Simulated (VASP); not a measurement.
Runs of VASP 6.6.1 on TaN. The structure is that of space group R-3m (No. 166), or close to it. The cells are those of the table. 

```tsv
cell	gap on the mesh (eV)	pressure (GPa)
a = 3.250 Å, angles 52.2°, 2 atoms	none	23.8
a = 3.281 Å, angles 52.2°, 2 atoms	none	12.0
a = 3.203 Å, angles 54.7°, 2 atoms	none	(b)
a = 2.881 Å, angles 68.1°, 2 atoms	none	(a)
a = 3.231 Å, angles 54.7°, 2 atoms	none	1.0
```

Alike in all rows: task single point; level PBEsol; potentials or basis VASP PAW PBE potentials, release 64 (Ta_sv_GW, N); no spin polarisation; k mesh 20 × 20 × 20; cutoff (eV) 700; smearing gaussian 0.15 eV.

Q: Estimate the missing entries.

A: (a) 22.9; (b) 11.3.

Caveats: the PAW data sets were made with another functional, which shifts forces and pressure a little; spin-orbit coupling is left out, which moves the levels of the heavy elements; the cell stands under pressure (at least some runs).

A k mesh can miss the band edges, and the runs leave out spin-orbit coupling on Ta.

A gap of «none» marks levels without a gap at the run's occupations.
